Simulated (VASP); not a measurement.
Input of a VASP 6.6.1 run:

Contents of INCAR:

```
SYSTEM = Na
ALGO     = Fast           ! electronic algorithm
EDIFF    = 1E-6           ! SCF threshold, eV
ENCUT    = 520            ! plane-wave cutoff, eV
GGA      = PS             ! functional
ISIF     = 2              ! what is computed and relaxed
ISMEAR   = 0              ! smearing method
LASPH    = .TRUE.         ! aspherical terms in the spheres
LCHARG   = .FALSE.        ! write CHGCAR
LREAL    = .FALSE.        ! projectors in reciprocal space
LWAVE    = .FALSE.        ! write WAVECAR
NBANDS   = 14             ! bands
NELM     = 80             ! most SCF steps
PREC     = Accurate       ! precision mode
SIGMA    = 0.15           ! smearing width, eV
```

Contents of KPOINTS:

```
k-points
0
G
  12 12 10
  0 0 0
```

The input POSCAR:

```
Na
1.0
    0.0000000000     -3.8203225084      0.0000000000
   -3.8203225084      0.0000000000      0.0000000000
    0.0000000000      0.0000000000     -5.3547884087
Na
2
Direct
    0.5000000000      0.5000000000      0.5000000000
    0.0000000000      0.0000000000      0.0000000000
```

Potentials or basis: VASP PAW PBE potentials, release 64 (Na_pv).

Run with:

```bash
$ cat potpaw_PBE.64/Na_pv/POTCAR > POTCAR
$ mpirun -np 1 vasp_std > vasp.out
```

What does it give for the pressure?

-0.5 GPa.

Predict the band gap on the k mesh.

zero (bands 7 and 8 overlap by 4.70 eV).

Caveat: the PAW data sets were made with another functional, which shifts forces and pressure a little.
